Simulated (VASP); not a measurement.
A run of VASP 6.6.1 is set up as follows.

INCAR

```
SYSTEM = YMgI2
PREC = Accurate
ENCUT = 520
EDIFF = 1E-6
ISMEAR = 0
SIGMA = 0.1
LREAL = .False.
LASPH = .True.
NELM = 100
ALGO = Normal
ISIF = 2
LWAVE = .False.
LCHARG = .True.
GGA = PE
LELF = .True.
LVHAR = .True.
NBANDS = 22
```

File KPOINTS:

```
regular mesh
0
Gamma
  4 4 6
  0 0 0
```

POSCAR

```
YMgI2
1.0
    5.9025552962      0.0000000000      0.0000000000
    0.0000000000      5.9025552962      0.0000000000
    0.0000000000      0.0000000000      3.6349675662
Y Mg I
1 1 2
Direct
    0.5000000000      0.5000000000      0.5000000000
    0.0000000000      0.0000000000      0.0000000000
    0.5000000000      0.0000000000      0.0000000000
    0.0000000000      0.5000000000      0.0000000000
```

Potentials or basis: VASP PAW PBE potentials, release 64 (Y_sv, Mg, I).

Command:

```console
$ cat potpaw_PBE.64/Y_sv/POTCAR potpaw_PBE.64/Mg/POTCAR potpaw_PBE.64/I/POTCAR > POTCAR
$ mpirun -np 1 vasp_std > vasp.out
```

(1) What does it give for the pressure?

(2) Predict the band gap on the k mesh.

Results:

(1) 0.1 GPa.

(2) zero (an odd number of electrons rules out a gap without spin polarisation).

Caveat: spin-orbit coupling is left out, which moves the levels of the heavy elements; an odd number of electrons without spin polarisation forces a metal; a magnetic or distorted state may lie lower.
